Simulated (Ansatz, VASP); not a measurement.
Given: the input of a run of VASP 6.6.1 on MgO.

File INCAR:

```
SYSTEM = MgO
PREC = Accurate ; ENCUT = 520
EDIFF = 1E-6 ; ISMEAR = -1
SIGMA = 0.05 ; LREAL = .False.
LASPH = .True. ; NELM = 100
ALGO = Normal ; ISIF = 2
LWAVE = .False. ; LCHARG = .False.
GGA = PS ; NBANDS = 16
```

Contents of KPOINTS:

```
Automatic mesh
0
Gamma
  9 9 6
  0 0 0
```

The input POSCAR:

```
MgO
1.0
    3.2402621826      0.0000000000      0.0000000000
   -1.6201310913      2.8061493650      0.0000000000
    0.0000000000      0.0000000000      4.8811616653
Mg O
2 2
Direct
    0.6666666667      0.3333333333      0.5021597400
    0.3333333333      0.6666666667      0.0021597400
    0.6666666667      0.3333333333      0.9024402600
    0.3333333333      0.6666666667      0.4024402600
```

Potentials or basis: VASP PAW PBE potentials, release 64 (Mg, O).

Launch:

```bash
$ cat potpaw_PBE.64/Mg/POTCAR potpaw_PBE.64/O/POTCAR > POTCAR
$ mpirun -np 1 vasp_std > vasp.out
```

Question: Set up the same calculation for Ansatz 0.2.0. Potentials there: all-electron LAPW, scalar-relativistic.

Answer: As run (the cutoff follows the program's own potentials):

File input.yaml:

```yaml
crystal:
  lattice:
    - [3.2402621826, 0.0, 0.0]
    - [-1.6201310913, 2.806149365, 0.0]
    - [0.0, 0.0, 4.8811616653]
  atoms:
    - { symbol: Mg, position: [0.6666666667, 0.3333333333, 0.50215974] }
    - { symbol: Mg, position: [0.3333333333, 0.6666666667, 0.00215974] }
    - { symbol: O, position: [0.6666666667, 0.3333333333, 0.90244026] }
    - { symbol: O, position: [0.3333333333, 0.6666666667, 0.40244026] }
kpoints:
  mp_grid: { grid: [9, 9, 6] }
scf:
  occupations: { method: fermi_dirac, width: 0.05 }
hamiltonian:
  xc: pbesol
  pseudopotentials: { kind: all_electron, lapw: { basis_error: 0.002 } }
output:
  forces: true
  stress: true
  eigenvalues: true
```

Potentials or basis: all-electron LAPW, scalar-relativistic.

Launch:

```bash
$ ansatz run input.yaml --threads 2 --pin off --max-ram 6144MiB --backend cpu --events-out ev --progress --plain --runs-dir out
```

Both were run:

|  | VASP | Ansatz | Ansatz less VASP |
| --- | --- | --- | --- |
| gap on the k mesh at the Fermi level (eV) | 3.69 | 3.69 | +0.005 |
| least direct gap on the mesh (eV) | 3.69 | 3.69 | +0.005 |
| pressure (GPa) | 8.8 | 8.8 | +0.07 |
| traceless stress, the component that is largest in VASP (GPa) | -0.88 | -0.86 | +0.024 |
| rms of the force components (eV/Å) | 0.032 | 0.031 | -0.0003 |

VASP's potentials were made for PBE, not for PBEsol. Atom by atom the forces differ by 0.000 eV/Å (rms over components). Ansatz ran all-electron here, and VASP with PAW potentials.
